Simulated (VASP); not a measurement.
# BeGeF4 (Cmmm) in VASP: further runs

BeGeF4 is run at these levels: PBE; tasks: single point, relaxation of cell and atoms.

All numbers are computed with VASP 6.6.1; they aren't measurements. Logs are shortened: lines on timing, memory, paths and dates and some standing lists are left out, and cuts for length are marked.

## Step 1: The cell of the first run

Symmetry: Cmmm, No. 65, orthorhombic system. The conventional cell has a = 6.680 Å, b = 6.808 Å, c = 3.042 Å, α = 90.00°, β = 90.00°, γ = 90.00°. Be (site symmetry mmm) has 6 F at 1.63 to 1.95 Å within 2.2 Å. Ge (site symmetry mmm) has 6 F at 2.19 to 2.29 Å within 2.9 Å. F (site symmetry m2m) has 2 Be at 1.95 Å and 1 Ge at 2.19 Å and 5 F at 2.43 to 2.54 Å within 2.6 Å. F (site symmetry 2mm) has 1 Be at 1.63 Å within 2.2 Å.

## Step 2: Single point, PBE

INCAR

```
  PREC = Accurate
  ENCUT = 520
  EDIFF = 1E-7
  ISMEAR = 0
  SIGMA = 0.02
  LREAL = F
  LASPH = T
  NELM = 100
  ALGO = Normal
  ISIF = 2
  LWAVE = F
  LCHARG = F
  GGA = PE
  NBANDS = 31
```

KPOINTS

```
Automatic mesh
0
Gamma
  6 6 10
```

POSCAR

```
BeGeF4
1.0
    3.3398087210     -3.4041325540      0.0000000000
    3.3398087210      3.4041325540      0.0000000000
    0.0000000000      0.0000000000      3.0419269928
Be Ge F
1 1 4
Direct
    0.5000000000      0.5000000000      0.5000000000
    0.0000000000      0.0000000000      0.0000000000
    0.6786812832      0.3213187168      0.0000000000
    0.3213187168      0.6786812832      0.0000000000
    0.7438302667      0.7438302667      0.5000000000
    0.2561697333      0.2561697333      0.5000000000
```

Potentials or basis: VASP PAW PBE potentials, release 64 (Be, Ge_d, F).

Command:

```
$ cat potpaw_PBE.64/Be/POTCAR potpaw_PBE.64/Ge_d/POTCAR potpaw_PBE.64/F/POTCAR > POTCAR
$ mpirun -np 1 vasp_std > vasp.out
```

OUTCAR:

```text
PREC = Accurate
   ENCUT = 520
   EDIFF = 1E-7
   ISMEAR = 0
   LREAL = F
   LASPH = T
   NELM = 100
   ISIF = 2
   GGA = PE

 ion  position               nearest neighbor table
   1  0.500  0.500  0.500-   5 1.63   6 1.63   3 1.95   4 1.95   3 1.95   4 1.95
   2  0.000  0.000  0.000-   3 2.19   4 2.19   5 2.29   6 2.29   5 2.29   6 2.29
   3  0.679  0.321  0.000-   1 1.95   1 1.95   2 2.19
   4  0.321  0.679  0.000-   1 1.95   1 1.95   2 2.19
   5  0.744  0.744  0.500-   1 1.63   2 2.29   2 2.29
   6  0.256  0.256  0.500-   1 1.63   2 2.29   2 2.29

  LATTYP: Found a base centered orthorhombic cell.
 ALAT       =     6.6796174420
 B/A-ratio  =     1.0192597356
 C/A-ratio  =     0.4554043730

  Lattice vectors:

 A1 = (   3.3398087210,  -3.4041325540,   0.0000000000)
 A2 = (   3.3398087210,   3.4041325540,   0.0000000000)
 A3 = (   0.0000000000,   0.0000000000,   3.0419269928)

Analysis of symmetry for initial positions (statically):
=====================================================================
 Subroutine PRICEL returns:
 Original cell was already a primitive cell.

 Routine SETGRP: Setting up the symmetry group for a
 base centered orthorhombic supercell.

 Subroutine GETGRP returns: Found  8 space group operations
 (whereof  8 operations were pure point group operations)
 out of a pool of  8 trial point group operations.

The static configuration has the point symmetry D_2h.

Analysis of symmetry for dynamics (positions and initial velocities):
=====================================================================
 Subroutine PRICEL returns:
 Original cell was already a primitive cell.

 Routine SETGRP: Setting up the symmetry group for a
 base centered orthorhombic supercell.

 Subroutine GETGRP returns: Found  8 space group operations
 (whereof  8 operations were pure point group operations)
 out of a pool of  8 trial point group operations.

The dynamic configuration has the point symmetry D_2h.

 Subroutine INISYM returns: Found  8 space group operations
 (whereof  8 operations are pure point group operations),
 and found     1 'primitive' translations

----------------------------------------------------------------------------------------

                                     Primitive cell

  volume of cell :      69.1683

  direct lattice vectors                    reciprocal lattice vectors
     3.339808721 -3.404132554  0.000000000     0.149709173 -0.146880297  0.000000000
     3.339808721  3.404132554  0.000000000     0.149709173  0.146880297  0.000000000
     0.000000000  0.000000000  3.041926993     0.000000000  0.000000000  0.328738988

  length of vectors
     4.768903515  4.768903515  3.041926993     0.209729964  0.209729964  0.328738988

  position of ions in fractional coordinates (direct lattice)
     0.500000000  0.500000000  0.500000000
     0.000000000  0.000000000  0.000000000
     0.678681283  0.321318717  0.000000000
     0.321318717  0.678681283  0.000000000
     0.743830267  0.743830267  0.500000000
     0.256169733  0.256169733  0.500000000

  ion indices of the primitive-cell ions
   primitive index   ion index
                 1           1
                 2           2
                 3           3
                 4           4
                 5           5
                 6           6

----------------------------------------------------------------------------------------

 KPOINTS: Automatic mesh

Automatic generation of k-mesh.
 Grid dimensions read from file:
 generate k-points for:    6    6   10

 Generating k-lattice:

  Cartesian coordinates                     Fractional coordinates (reciprocal lattice)
     0.024951529 -0.024480049  0.000000000     0.166666667  0.000000000  0.000000000
     0.024951529  0.024480049  0.000000000     0.000000000  0.166666667  0.000000000
     0.000000000  0.000000000  0.032873899     0.000000000  0.000000000  0.100000000

  Length of vectors
     0.034954994  0.034954994  0.032873899

  Shift w.r.t. Gamma in fractional coordinates (k-lattice)
     0.000000000  0.000000000  0.000000000

 Subroutine IBZKPT returns following result:
 ===========================================

 Found     78 irreducible k-points:

 Following reciprocal coordinates:
            Coordinates               Weight
  0.000000  0.000000  0.000000      1.000000
  0.166667  0.000000  0.000000      4.000000
  0.333333  0.000000  0.000000      4.000000
  0.500000  0.000000  0.000000      2.000000
  0.166667  0.166667  0.000000      2.000000
  0.333333  0.166667  0.000000      4.000000
[... 16 lines left out ...]
  0.333333  0.333333  0.100000      4.000000
  0.500000  0.333333  0.100000      8.000000
 [... further k-points ...]
   k-points           NKPTS =     78   k-points in BZ     NKDIM =     78   number of bands    NBANDS=     31
   number of dos      NEDOS =    301   number of ions     NIONS =      6
   total plane-waves  NPLWV =  31104
   dimension x,y,z NGX =    36 NGY =   36 NGZ =   24
   dimension x,y,z NGXF=    72 NGYF=   72 NGZF=   48
   ions per type =               1   1   4
   NGX,Y,Z   is equivalent  to a cutoff of  12.55, 12.55, 13.12 a.u.
   NGXF,Y,Z  is equivalent  to a cutoff of  25.10, 25.10, 26.23 a.u.
 SYSTEM =  unknown system
   PREC   = accura    normal or accurate (medium, high low for compatibility)
   ISTART =      0    job   : 0-new  1-cont  2-samecut
   ICHARG =      2    charge: 1-file 2-atom 10-const
   ISPIN  =      1    spin polarized calculation?
   LNONCOLLINEAR =      F non collinear calculations
   LSORBIT =      F    spin-orbit coupling
   LASPH  =      T    aspherical Exc in radial PAW
   ENCUT  =  520.0 eV  38.22 Ry    6.18 a.u.   8.87  8.87  5.66*2*pi/ulx,y,z
   NELM   =    100;   NELMIN=  2; NELMDL= -5     # of ELM steps
   EDIFF  = 0.1E-06   stopping-criterion for ELM
   LREAL  =      F    real-space projection
   EDIFFG = 0.1E-05   stopping-criterion for IOM
   NSW    =      0    number of steps for IOM
   IBRION =     -1    ionic relax: 0-MD 1-quasi-New 2-CG
   NFREE  =      0    steps in history (QN), initial steepest desc. (CG)
   ISIF   =      2    stress and relaxation
   ISYM   =      2    0-nonsym 1-usesym 2-fastsym
   POTIM  = 0.5000    time-step for ionic-motion
   TEBEG  =    0.0;   TEEND  =   0.0 temperature during run
   PSTRESS=    0.0 pullay stress
   NELECT =      44.0000    total number of electrons
   NUPDOWN=      -1.0000    fix difference up-down
   EMIN   =  10.00;   EMAX   =-10.00  energy-range for DOS
   EFERMI =   0.00;   METHOD = LEGACY
   ISMEAR =     0;   SIGMA  =   0.02  broadening in eV -4-tet -1-fermi 0-gaus
   EFERMI_NEDOS =   21; number of points for ismear=-14 and -15
   IALGO  =     38    algorithm
   IMIX   =      4    mixing-type and parameters
     AMIX     =   0.40;   BMIX     =  1.00
     AMIX_MAG =   1.60;   BMIX_MAG =  1.00
  volume/ion in A,a.u.               =      11.53        77.80
  Fermi-wavevector in a.u.,A,eV,Ry     =   1.407959  2.660657 26.971502  1.982349
  Thomas-Fermi vector in A             =   2.530166
   LORBIT       =      0    0 simple, 1 ext, 2 COOP (PROOUT), +10 PAW based schemes
   GGA     = PE    functional components
   LHFCALC =     F    Hartree Fock is set to
   AEXX    =    0.0000 exact exchange contribution
   IVDW    =     0    specifies the selected vdW correction
   LEPSILON=     F    determine dielectric tensor
   LRPA    =     F    only Hartree local field effects (RPA)
 non-spin polarized calculation
 Gauss-broadening in eV      SIGMA  =   0.02
  energy-cutoff  :      520.00
  volume of cell :       69.17
 maximum number of plane-waves:      1889
   NGX = 17   NGY = 17   NGZ = 11

 number of electron      44.0000021 magnetization

 Free energy of the ion-electron system (eV)
  ---------------------------------------------------
  ext. energy  EPLUGINS =         0.00000000
  ---------------------------------------------------
  free energy    TOTEN  =       -29.62111267 eV

  energy without entropy =      -29.62111267  energy(sigma->0) =      -29.62111267

 E-fermi :   1.7196     XC(G=0):  -9.8793

 val. band max:        1.5423109853   @ k =  -0.1667   0.1667   0.5000
 cond. band min:       3.7750945015   @ k =   0.5000   0.5000   0.5000
 fundamental gap:      2.2327835162
 Fermi energy:         1.7196150200

 k-point     1 :       0.0000    0.0000    0.0000
  band No.  band energies     occupation
      1     -22.5046      2.00000
      2     -22.4453      2.00000
      3     -22.4175      2.00000
      4     -22.3949      2.00000
      5     -22.3835      2.00000
      6     -21.6598      2.00000
[... 23 lines left out ...]
     30      14.5250      0.00000
     31      15.0287      0.00000

 k-point     2 :       0.1667    0.0000    0.0000
  band No.  band energies     occupation
      1     -22.5065      2.00000
      2     -22.4475      2.00000
      3     -22.4176      2.00000
      4     -22.3949      2.00000
      5     -22.3834      2.00000
      6     -21.6287      2.00000
[... 23 lines left out ...]
     30      14.4156      0.00000
     31      14.9734      0.00000

 k-point     3 :       0.3333    0.0000    0.0000
  band No.  band energies     occupation
      1     -22.5108      2.00000
      2     -22.4513      2.00000
      3     -22.4176      2.00000
      4     -22.3949      2.00000
      5     -22.3832      2.00000
      6     -21.5521      2.00000
[... 23 lines left out ...]
     30      14.1920      0.00000
     31      14.9198      0.00000

 k-point     4 :       0.5000    0.0000    0.0000
  band No.  band energies     occupation
      1     -22.5131      2.00000
      2     -22.4530      2.00000
      3     -22.4176      2.00000
      4     -22.3949      2.00000
      5     -22.3831      2.00000
      6     -21.4986      2.00000
[... 23 lines left out ...]
     30      14.0771      0.00000
     31      14.9594      0.00000

 k-point     5 :       0.1667    0.1667    0.0000
  band No.  band energies     occupation
      1     -22.5117      2.00000
      2     -22.4506      2.00000
      3     -22.4176      2.00000
      4     -22.3949      2.00000
      5     -22.3833      2.00000
      6     -21.5967      2.00000
[... 23 lines left out ...]
     30      14.3375      0.00000
     31      14.6849      0.00000
[... 542 lines left out ...]
     30      14.2018      0.00000
     31      15.4659      0.00000

 k-point    22 :      -0.1667    0.1667    0.1000
  band No.  band energies     occupation
      1     -22.4993      2.00000
      2     -22.4461      2.00000
      3     -22.4344      2.00000
      4     -22.3972      2.00000
      5     -22.3830      2.00000
      6     -21.5603      2.00000
[... 23 lines left out ...]
     30      14.2751      0.00000
     31      15.3676      0.00000

 k-point    23 :       0.3333    0.3333    0.1000
  band No.  band energies     occupation
      1     -22.5220      2.00000
      2     -22.4547      2.00000
      3     -22.4346      2.00000
      4     -22.3973      2.00000
      5     -22.3826      2.00000
      6     -21.3901      2.00000
[... 23 lines left out ...]
     30      14.1170      0.00000
     31      14.9849      0.00000

 k-point    24 :       0.5000    0.3333    0.1000
  band No.  band energies     occupation
      1     -22.5254      2.00000
      2     -22.4559      2.00000
      3     -22.4348      2.00000
      4     -22.3973      2.00000
      5     -22.3825      2.00000
      6     -21.3330      2.00000
[... 23 lines left out ...]
     30      14.7378      0.00000
     31      15.1610      0.00000

 [... further k-points ...]
[... 5 lines left out ...]
  --------------------------------------------------------------------------------------
  -------------------------------------------------------------------------------------
  Total       -0.0247831     -0.0531712     -0.0861262      0.0000000      0.0000000      0.0000000
  in kB       -0.5740635     -1.2316300     -1.9949828      0.0000000      0.0000000      0.0000000
  external PRESSURE =      -1.2668921 kB  Pullay stress =       0.0000000 kB

 VOLUME and BASIS-vectors are now :
 -----------------------------------------------------------------------------
  energy-cutoff  :      520.00
  volume of cell :       69.17
      direct lattice vectors                 reciprocal lattice vectors
     3.339808721 -3.404132554  0.000000000     0.149709173 -0.146880297  0.000000000
     3.339808721  3.404132554  0.000000000     0.149709173  0.146880297  0.000000000
     0.000000000  0.000000000  3.041926993     0.000000000  0.000000000  0.328738988

 POSITION                                       TOTAL-FORCE (eV/Angst)
 -----------------------------------------------------------------------------------
      3.33981      0.00000      1.52096         0.000000      0.000000      0.000000
      0.00000      0.00000      0.00000        -0.000000      0.000000      0.000000
      3.33981     -1.21651      0.00000         0.000000      0.010104      0.000000
      3.33981      1.21651      0.00000         0.000000     -0.010104     -0.000000
      4.96850      0.00000      1.52096         0.022466      0.000000      0.000000
      1.71112      0.00000      1.52096        -0.022466      0.000000      0.000000
 -----------------------------------------------------------------------------------
    total drift:                                0.000000      0.000000     -0.000000

  FREE ENERGIE OF THE ION-ELECTRON SYSTEM (eV)
  ---------------------------------------------------
  free  energy   TOTEN  =       -29.6211126671 eV

  energy  without entropy=      -29.6211126671  energy(sigma->0) =      -29.62111267
```

Run time: 90 s. Hardware: 1 thread of AMD EPYC 9R45 (Zen 5), shared host; peak memory 0.25 GiB.

Results:

| Item | Value |
| --- | --- |
| Free energy | -29.6211 eV |
| Pressure | -0.1 GPa |
| Largest force | 0.022 eV/Å |
| Band gap on the k mesh | 2.23 eV (least direct gap 2.39 eV) |

Forces in eV/Å, atoms in the order of the input:
```
Be   0.000  0.000  0.000
Ge   0.000  0.000  0.000
F    0.000  0.010  0.000
F    0.000 -0.010  0.000
F    0.022  0.000  0.000
F   -0.022  0.000  0.000
```

Stress tensor (GPa, compression positive):
```
-0.06  0.00  0.00
 0.00 -0.12  0.00
 0.00  0.00 -0.20
```

Levels at points of the mesh, in eV from the valence-band top:
```
           k point  band 18  band 19  band 20  band 21  band 22  band 23  band 24  band 25  band 26  band 27
(0.00, 0.00, 0.00)    -2.74    -2.65    -2.49    -2.43    -1.97     4.75     4.94     7.71     8.03     9.80
(0.50, 0.00, 0.00)    -2.93    -2.70    -2.54    -2.13    -0.86     4.01     5.44     7.99     8.57    10.38
(0.50, 0.50, 0.00)    -3.39    -2.99    -2.98    -2.25    -0.81     4.96     5.33     8.06     9.15     9.39
(0.00, 0.00, 0.50)    -3.60    -2.95    -2.87    -2.56    -0.15     2.76     6.45     7.12    10.31    11.06
(0.50, 0.00, 0.50)    -3.17    -2.75    -2.59    -2.36    -0.04     2.36     6.05     6.33    10.26    11.47
(0.50, 0.50, 0.50)    -3.20    -2.60    -2.44    -2.24    -1.32     2.23     6.15     6.45    10.29    11.03
```

A k mesh can miss the band edges.

[end of part 1 of 2]
